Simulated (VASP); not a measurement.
Crystal: SiB2.

```
CELL_PARAMETERS angstrom
2.67520 -4.45530 0.00000
2.67520 4.45530 0.00000
0.00000 0.00000 3.00838
ATOMIC_POSITIONS crystal
Si 0.00000 0.50000 0.00000
Si 0.50000 0.00000 0.00000
B 0.07458 0.25978 0.50000
B 0.92542 0.74022 0.50000
B 0.25978 0.07458 0.50000
B 0.74022 0.92542 0.50000
```

The cell was generated, and may not be a known phase.

* Program: VASP 6.6.1
* Task: relaxation of cell and atoms
* Functional: PBE
* Potentials or basis: VASP PAW PBE potentials, release 64 (Si, B)
* Cutoff: 600 eV
* k mesh: 8 × 8 × 12
* Occupations: gaussian, width 0.1 eV
* Spin: no spin polarisation

At the start: pressure -0.1 GPa; volume 11.95 Å³/atom.

**Question.** How do energy, volume and symmetry change on relaxing?

**Answer.** Over 51 steps the energy falls by 204.1 meV/atom and the volume is 11.06 Å³/atom (-7.5 %); space group Cmmm (No. 65, to 0.1 Å) before, P4/mmm (No. 123, to 0.1 Å).

Step by step:
```
step  energy change (eV)  largest force (eV/Å)  pressure (GPa)  volume (Å³)
   1              0.0000                0.1047           -0.08        71.71
   3             -0.0061                0.1634            0.49        71.65
   5             -0.0155                0.1543           -0.56        72.28
   7             -0.0296                0.1734           -0.41        72.27
   9             -0.0332                0.3481           -0.40        72.23
  11             -0.0361                0.4916           -0.44        72.18
  13             -0.0437                0.5282           -0.73        72.07
  15             -0.0767                0.2939           -0.82        71.82
  17             -0.1210                0.3705           -1.32        70.55
  19             -0.2393                0.4454            0.91        68.57
  21              1.0449                5.8767           37.95        56.10
  23             -0.4681                1.8426           17.10        60.49
  25             -0.5356                1.6933           14.07        61.42
  27             -0.5572                1.7231           14.78        61.14
  29             -0.5737                1.7312           14.75        61.12
  31             -0.7081                1.5584           12.55        61.66
  33             -1.0769                0.9046            5.43        63.86
  35             -1.2178                0.0384           -0.18        66.37
  37             -1.2178                0.0690            0.05        66.25
  39             -1.2190                0.0666            0.20        66.20
  41             -1.2201                0.1089            0.40        66.14
  43             -1.2221                0.0344            0.21        66.23
  45             -1.2238                0.0665           -0.08        66.39
  47             -1.2238                0.0774           -0.38        66.62
  49             -1.2246                0.0109           -0.11        66.44
  51             -1.2246                0.0030            0.03        66.36
```

Final structure:
```
CELL_PARAMETERS angstrom
2.93208 -2.93852 0.00000
2.93208 2.93852 0.00000
0.00000 0.00000 3.85113
ATOMIC_POSITIONS crystal
Si 0.00000 0.50000 0.00000
Si 0.50000 0.00000 0.00000
B 0.00051 0.29261 0.50000
B 0.99949 0.70739 0.50000
B 0.29261 0.00051 0.50000
B 0.70739 0.99949 0.50000
```

Caveat: a cell axis changed by over 15 % at a fixed basis, so the end point is rough.
